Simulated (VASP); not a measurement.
# C in VASP: a series of runs

Runs on C. Level: PBE+D3(BJ). Tasks: single point.

Program: VASP 6.6.1. These are calculated values, not measurements. Logs are shortened: lines on timing, memory, paths and dates and some standing lists are left out, and cuts for length are marked.

## Step 1: The cell of the first run

The cell holds a slab with vacuum, 2 atoms: a = 2.466 Å, b = 2.466 Å, c = 26.002 Å, α = 90.00°, β = 90.00°, γ = 120.00°.

## Step 2: Single point, PBE+D3(BJ)

Input file INCAR:

```
  PREC = Accurate
  ENCUT = 520
  EDIFF = 1E-6
  ISMEAR = 0
  SIGMA = 0.1
  LREAL = False
  LASPH = True
  NELM = 80
  ALGO = Normal
  ISIF = 2
  LWAVE = False
  LCHARG = False
  LDIPOL = True
  IDIPOL = 3
  DIPOL = 0.5 0.5 0.500
  GGA = PE
  IVDW = 12
  NBANDS = 11
```

Input file KPOINTS:

```
Automatic mesh
0
Gamma
  21 21 1
```

Input file POSCAR:

```
C
1.0
    2.4656524409      0.0000000000      0.0000000000
   -1.2328262205      2.1353176507      0.0000000000
    0.0000000000      0.0000000000     26.0024170307
C
2
Direct
    0.6666666667      0.3333333333      0.5000006383
    0.3333333333      0.6666666667      0.4999993617
```

Potentials or basis: VASP PAW PBE potentials, release 64 (C).

On the command line:

```console
$ cat potpaw_PBE.64/C/POTCAR > POTCAR
$ mpirun -np 1 vasp_std > vasp.out
```

OUTCAR:

```text
PREC = Accurate
   ENCUT = 520
   EDIFF = 1E-6
   ISMEAR = 0
   LREAL = False
   LASPH = True
   NELM = 80
   ISIF = 2
   GGA = PE
   IVDW = 12
 IVDW          = 12

 ion  position               nearest neighbor table
   1  0.667  0.333  0.500-   2 1.42   2 1.42   2 1.42
   2  0.333  0.667  0.500-   1 1.42   1 1.42   1 1.42

  LATTYP: Found a hexagonal cell.
 ALAT       =     2.4656524409
 C/A-ratio  =    10.5458565852

  Lattice vectors:

 A1 = (   2.4656524409,   0.0000000000,   0.0000000000)
 A2 = (  -1.2328262205,   2.1353176507,   0.0000000000)
 A3 = (   0.0000000000,   0.0000000000,  26.0024170307)

Analysis of symmetry for initial positions (statically):
=====================================================================
 Subroutine PRICEL returns:
 Original cell was already a primitive cell.

 Routine SETGRP: Setting up the symmetry group for a
 hexagonal supercell.

 Subroutine GETGRP returns: Found 24 space group operations
 (whereof 24 operations were pure point group operations)
 out of a pool of 24 trial point group operations.

The static configuration has the point symmetry D_6h.

Analysis of symmetry for dynamics (positions and initial velocities):
=====================================================================
 Subroutine PRICEL returns:
 Original cell was already a primitive cell.

 Routine SETGRP: Setting up the symmetry group for a
 hexagonal supercell.

 Subroutine GETGRP returns: Found 24 space group operations
 (whereof 24 operations were pure point group operations)
 out of a pool of 24 trial point group operations.

The dynamic configuration has the point symmetry D_6h.

 Subroutine INISYM returns: Found 24 space group operations
 (whereof 24 operations are pure point group operations),
 and found     1 'primitive' translations

----------------------------------------------------------------------------------------

                                     Primitive cell

  volume of cell :     136.9015

  direct lattice vectors                    reciprocal lattice vectors
     2.465652441  0.000000000  0.000000000     0.405572166  0.234157199  0.000000000
    -1.232826221  2.135317651  0.000000000     0.000000000  0.468314398  0.000000000
     0.000000000  0.000000000 26.002417031     0.000000000  0.000000000  0.038457963

  length of vectors
     2.465652441  2.465652441 26.002417031     0.468314398  0.468314398  0.038457963

  position of ions in fractional coordinates (direct lattice)
     0.666666667  0.333333333  0.500000638
     0.333333333  0.666666667  0.499999362

  ion indices of the primitive-cell ions
[... 91 lines left out ...]
   EFERMI_NEDOS =   21; number of points for ismear=-14 and -15
   IALGO  =     38    algorithm
   IMIX   =      4    mixing-type and parameters
     AMIX     =   0.40;   BMIX     =  1.00
     AMIX_MAG =   1.60;   BMIX_MAG =  1.00
  volume/ion in A,a.u.               =      68.45       461.93
  Fermi-wavevector in a.u.,A,eV,Ry     =   0.635285  1.200515  5.491140  0.403587
  Thomas-Fermi vector in A             =   1.699567
   LORBIT       =      0    0 simple, 1 ext, 2 COOP (PROOUT), +10 PAW based schemes
   GGA     = PE    functional components
   LHFCALC =     F    Hartree Fock is set to
   AEXX    =    0.0000 exact exchange contribution
   IVDW    =    12    specifies the selected vdW correction
   LEPSILON=     F    determine dielectric tensor
   LRPA    =     F    only Hartree local field effects (RPA)
 non-spin polarized calculation
 Gauss-broadening in eV      SIGMA  =   0.10
  energy-cutoff  :      520.00
  volume of cell :      136.90
 maximum number of plane-waves:      3740
   NGX =  9   NGY =  9   NGZ = 97

 dipolmoment           0.000000      0.000000      0.000000 electrons x Angstroem

 number of electron       7.9999997 magnetization

 dipolmoment           0.000000      0.000000     -0.000000 electrons x Angstroem

 Free energy of the ion-electron system (eV)
  ---------------------------------------------------
  ext. energy  EPLUGINS =         0.00000000
  ---------------------------------------------------
  free energy    TOTEN  =       -18.45100941 eV

  energy without entropy =      -18.45049767  energy(sigma->0) =      -18.45075354

 E-fermi :  -3.0882     XC(G=0):  -1.6753

 val. band max:       -3.0881611434   @ k =   0.3333   0.3333   0.0000
 cond. band min:      -3.0881611374   @ k =   0.3333   0.3333   0.0000
 fundamental gap:      0.0000000060
 Fermi energy:        -3.0881611407

 k-point     1 :       0.0000    0.0000    0.0000
  band No.  band energies     occupation
      1     -22.6140      2.00000
      2     -10.7081      2.00000
      3      -6.1342      2.00000
      4      -6.1342      2.00000
      5       0.1733      0.00000
      6       0.9451      0.00000
      7       1.2111      0.00000
      8       1.6759      0.00000
      9       1.9650      0.00000
     10       2.8641      0.00000
     11       3.2649      0.00000
[... 309 lines left out ...]
 k-point    24 :       0.1905    0.0952    0.0000
  band No.  band energies     occupation
      1     -21.1255      2.00000
      2     -10.2662      2.00000
      3      -8.9519      2.00000
      4      -8.6118      2.00000
      5       2.2087      0.00000
      6       3.0000      0.00000
      7       3.3034      0.00000
      8       3.7495      0.00000
      9       4.0453      0.00000
     10       4.2007      0.00000
     11       4.9342      0.00000

 [... further k-points ...]

------------------------ aborting loop because EDIFF is reached ----------------------------------------

 vacuum level on the upper side and lower side of the slab       (xc-potential included)        -0.009        -0.009

 Edisp (eV)   -0.17716

 E8    (eV) :    -0.0555

  FORCE on cell =-STRESS in cart. coord.  units (eV):
  Direction    XX          YY          ZZ          XY          YZ          ZX
  --------------------------------------------------------------------------------------
  -------------------------------------------------------------------------------------
  Total       0.08080     0.08080    -0.01078    -0.00000    -0.00000     0.00000
  in kB       0.94564     0.94564    -0.12618    -0.00000    -0.00000     0.00000
  external pressure =        0.59 kB  Pullay stress =        0.00 kB

 VOLUME and BASIS-vectors are now :
 -----------------------------------------------------------------------------
  energy-cutoff  :      520.00
  volume of cell :      136.90
      direct lattice vectors                 reciprocal lattice vectors
     2.465652441  0.000000000  0.000000000     0.405572166  0.234157199  0.000000000
    -1.232826221  2.135317651  0.000000000     0.000000000  0.468314398  0.000000000
     0.000000000  0.000000000 26.002417031     0.000000000  0.000000000  0.038457963

 POSITION                                       TOTAL-FORCE (eV/Angst)
 -----------------------------------------------------------------------------------
      1.23283      0.71177     13.00123         0.000000     -0.000000     -0.000000
     -0.00000      1.42355     13.00119        -0.000000      0.000000      0.000000
 -----------------------------------------------------------------------------------
    total drift:                                0.000000      0.000000      0.000000

  FREE ENERGIE OF THE ION-ELECTRON SYSTEM (eV)
  ---------------------------------------------------
  free  energy   TOTEN  =       -18.6281712215 eV

  energy  without entropy=      -18.6276594849  energy(sigma->0) =      -18.62791535

 vacuum level on the upper side and lower side of the slab         1.144         1.144
```

OSZICAR:

```text
N       E                     dE             d eps       ncg     rms          rms(c)
DAV:   1     0.566879604252E+02    0.56688E+02   -0.31776E+03  1104   0.510E+02
DAV:   2    -0.136473417599E+02   -0.70335E+02   -0.56512E+02  1517   0.108E+02
DAV:   3    -0.196356724856E+02   -0.59883E+01   -0.58203E+01  1461   0.415E+01
[... 12 lines left out ...]
DAV:  16    -0.184509858436E+02   -0.19021E-04   -0.14769E-06  1281   0.528E-03    0.231E-03
DAV:  17    -0.184510045150E+02   -0.18671E-04   -0.29192E-07  1223   0.222E-03    0.422E-04
DAV:  18    -0.184510070471E+02   -0.25321E-05   -0.78356E-09  1283   0.406E-04    0.354E-04
DAV:  19    -0.184510091586E+02   -0.21116E-05   -0.27539E-08  1160   0.524E-04    0.386E-05
DAV:  20    -0.184510094101E+02   -0.25142E-06   -0.98073E-10  1273   0.108E-04
   1 F= -.18628171E+02 E0= -.18627915E+02  d E =-.511737E-03
```

stdout:

```text
POSCAR found type information on POSCAR C
 POSCAR found :  1 types and       2 ions
 scaLAPACK will be used
 LDA part: xc-table for (Slater+PW92), standard interpolation
 POSCAR, INCAR and KPOINTS ok, starting setup
 FFT: planning ... GRIDC
 FFT: planning ... GRID_SOFT
 FFT: planning ... GRID
 WAVECAR not read
 entering main loop
```

It took 1.9 min on 1 thread of Intel Xeon Platinum 8488C (Sapphire Rapids), shared host; peak memory 0.26 GiB.

Results:

* Free energy: -18.6282 eV
* Band gap on the k mesh: zero (filled and empty bands touch)
* Dispersion energy per atom: -0.089 eV

## Step 3: Single point, PBE+D3(BJ)

This run uses another cell than the first one: it holds 8 atoms, not 2.

Input file INCAR:

```
PREC = Accurate
ENCUT = 520
EDIFF = 1E-7
ISMEAR = 0
SIGMA = 0.1
LREAL = False
LASPH = True
NELM = 60
ALGO = Normal
ISIF = 2
LWAVE = False
LCHARG = False
LDIPOL = True
IDIPOL = 3
DIPOL = 0.5 0.5 0.241
GGA = PE
IVDW = 12
NBANDS = 26
```

Input file KPOINTS:

```
regular mesh
0
Gamma
  6 6 1
```

Input file POSCAR:

```
C
1.0
    4.9313048818      0.0000000000      0.0000000000
   -2.4656524409      4.2706353015      0.0000000000
    0.0000000000      0.0000000000     16.6000331943
C
8
Direct
    0.3333333333      0.1666666667      0.2409653732
    0.3333333333      0.6666666667      0.2409653732
    0.8333333333      0.1666666667      0.2409653732
    0.8333333333      0.6666666667      0.2409653732
    0.1666666667      0.3333333333      0.2409633736
    0.1666666667      0.8333333333      0.2409633736
    0.6666666667      0.3333333333      0.2409633736
    0.6666666667      0.8333333333      0.2409633736
```

Potentials or basis: VASP PAW PBE potentials, release 64 (C).

On the command line:

```console
$ cat potpaw_PBE.64/C/POTCAR > POTCAR
$ mpirun -np 1 vasp_std > vasp.out
```

It took 2.5 min on 1 thread of Intel Xeon Platinum 8488C (Sapphire Rapids), shared host; peak memory 0.47 GiB.

It converged, with:

```
Free energy                : -74.4931 eV
Band gap on the k mesh     : zero (filled and empty bands touch)
Dispersion energy per atom : -0.089 eV
```

Levels at points of the mesh, in eV from the Fermi level:
| k point | band 14 | band 15 | band 16 | band 17 | band 18 | band 19 |
| --- | --- | --- | --- | --- | --- | --- |
| (0.00, 0.00, 0.00) | -2.36 | -2.36 | -2.36 | 1.68 | 1.68 | 1.68 |
| (0.50, 0.00, 0.00) | -5.06 | -2.74 | -2.74 | 2.82 | 2.82 | 5.26 |

## Step 4: Single point, PBE+D3(BJ)

Input file INCAR:

```
SYSTEM = C
ALGO = Normal
DIPOL = 0.5 0.5 0.500
EDIFF = 1E-6
ENCUT = 520
GGA = PE
IDIPOL = 3
ISIF = 2
ISMEAR = 0
IVDW = 12
LASPH = .True.
LCHARG = .True.
LDIPOL = .True.
LELF = .True.
LREAL = .False.
LVACPOTAV = .True.
LVHAR = .True.
LWAVE = .False.
NBANDS = 11
NELM = 60
PREC = Accurate
SIGMA = 0.1
```

Input file KPOINTS:

```
k-points
0
Gamma
  9 9 1
  0 0 0
```

Input file POSCAR:

```
C
1.0
    2.4649574482      0.0000000000      0.0000000000
   -1.2324787241      2.1347157694      0.0000000000
    0.0000000000      0.0000000000     26.0024170307
C
2
Direct
    0.6666666667      0.3333333333      0.4999767615
    0.3333333333      0.6666666667      0.5000232385
```

On the command line:

```console
$ cat potpaw_PBE.64/C/POTCAR > POTCAR
$ mpirun -np 1 vasp_std > vasp.out
```

Wall time 23 s (1 thread of Intel Xeon Platinum 8488C (Sapphire Rapids), shared host); peak memory 0.23 GiB.

The run converged. Its results:

- Free energy: -18.6145 eV
- Largest force: 0.020 eV/Å
- Band gap on the k mesh: zero (filled and empty bands touch)
- Dispersion energy per atom: -0.089 eV

Forces in eV/Å, atoms in the order of the input:
```
C    0.000  0.000  0.020
C    0.000  0.000 -0.020
```

Levels at points of the mesh, in eV from the Fermi level:
| k point | band 2 | band 3 | band 4 | band 5 | band 6 | band 7 |
| --- | --- | --- | --- | --- | --- | --- |
| (0.00, 0.00, 0.00) | -7.63 | -3.05 | -3.05 | 3.26 | 4.03 | 4.30 |

(Part 1 of 2 ends here.)
